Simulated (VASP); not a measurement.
## KBr: single point with PBE

KBr:

```
K Br
1.0
     0.00178    3.05669    3.04879
     3.20413   -0.29257    3.34314
     3.01231    3.15922   -0.10075
K Br
1 1
Direct
  0.00267 0.98640 0.01180
  0.49733 0.51360 0.48820
```

This cell differs from its parent crystal: strained and its atoms moved.

```json
{
  "Program": "VASP 6.6.1",
  "Task": "single point",
  "Functional": "PBE",
  "Potentials or basis": "VASP PAW PBE potentials, release 64 (K_sv, Br)",
  "Cutoff": "520 eV",
  "k mesh": "6 × 6 × 6",
  "Occupations": "gaussian, width 0.02 eV",
  "Spin": "no spin polarisation",
  "Dipole correction": "no",
  "Further INCAR settings": "ALGO = Normal; EDIFF = 1e-06; NBANDS = 15"
}
```

```json
{"Pressure": "2.9 GPa", "Largest force": "0.206 eV/Å", "Band gap on the k mesh": "4.48 eV, direct"}
```

Forces in eV/Å, atoms in the order of the input:
```
K    0.065 -0.149  0.126
Br  -0.065  0.149 -0.126
```

Stress tensor (GPa, compression positive):
```
 4.34  0.37 -0.37
 0.37  2.15  0.61
-0.37  0.61  2.16
```

Levels at points of the mesh, in eV from the valence-band top:
```
           k point  band 6  band 7  band 8  band 9  band 10  band 11
(0.00, 0.00, 0.00)   -0.35   -0.06    0.00    4.48     6.87     7.79
(0.50, 0.00, 0.00)   -1.52   -0.77   -0.53    6.58     8.34     9.46
(0.00, 0.50, 0.00)   -1.57   -0.38   -0.29    6.71     7.92     9.45
(0.50, 0.50, 0.00)   -1.12   -0.53   -0.35    5.61     7.29     9.18
(0.00, 0.00, 0.50)   -1.55   -0.70   -0.40    6.64     8.05     9.71
(0.50, 0.00, 0.50)   -1.12   -0.53   -0.34    5.61     7.29     9.16
(0.00, 0.50, 0.50)   -1.02   -0.69   -0.30    5.54     7.41     9.43
(0.50, 0.50, 0.50)   -1.52   -0.77   -0.52    6.57     8.34     9.43
```

Wall time 34 s on 1 thread of Intel(R) Xeon(R) 6975P-C (Granite Rapids) (shared host), peak memory 0.25 GiB.

Caveat: the cell differs from its parent crystal (strained and its atoms moved).
